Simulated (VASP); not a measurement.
InSe: single point with SVWN5

The system is InSe.

```
CELL_PARAMETERS angstrom
1.95917 1.13113 8.26771
-1.95917 1.13113 8.26771
0.00000 -2.26226 8.26771
ATOMIC_POSITIONS crystal
In 0.88860 0.88860 0.88860
In 0.00000 0.00000 0.00000
Se 0.17190 0.17190 0.17190
Se 0.38350 0.38350 0.38350
```

* Program: VASP 6.6.1
* Task: single point
* Functional: SVWN5
* Potentials or basis: VASP PAW PBE potentials, release 64 (In_d, Se)
* Cutoff: 520 eV
* k mesh: 8 × 8 × 8
* Occupations: fermi-dirac, width 0.05 eV
* Spin: no spin polarisation
* Dipole correction: no
* Further INCAR settings: ALGO = Normal; EDIFF = 1e-07; NBANDS = 27

```yaml
Pressure: 2.0 GPa
Largest_force: 0.531 eV/Å
Band_gap_on_the_k_mesh: 0.37 eV
```

Forces on the atoms (eV/Å):
```
In   0.000  0.000  0.531
In   0.000  0.000 -0.516
Se   0.000  0.000 -0.452
Se   0.000  0.000  0.437
```

Stress tensor (GPa, compression positive):
```
2.58 0.00 0.00
0.00 2.58 0.00
0.00 0.00 0.84
```

Levels at points of the mesh, in eV from the valence-band top:
```
           k point  band 15  band 16  band 17  band 18  band 19  band 20  band 21  band 22  band 23  band 24
(0.00, 0.00, 0.00)    -1.73    -1.39    -1.39    -1.28    -1.28     1.69     2.03     4.37     4.37     5.17
(0.50, 0.00, 0.00)    -3.77    -2.61    -2.54    -2.43    -1.84     1.04     1.94     3.53     3.91     4.88
(0.50, 0.50, 0.00)    -3.50    -2.90    -2.72    -2.21    -1.66     1.06     1.91     3.14     3.47     4.39
(0.50, 0.50, 0.50)    -1.46    -1.46    -1.20    -1.20     0.00     0.37     2.05     4.27     4.27     5.60
```

Run time: 9.2 min on 1 thread of Intel(R) Xeon(R) 6975P-C (Granite Rapids) (shared host), peak memory 0.5 GiB.

Caveat: semilocal functionals underestimate gaps, and a narrow one can read as zero; the PAW data sets were made with another functional, which shifts forces and pressure a little; spin-orbit coupling is left out, which moves the levels of the heavy elements. A k mesh can miss the band edges.
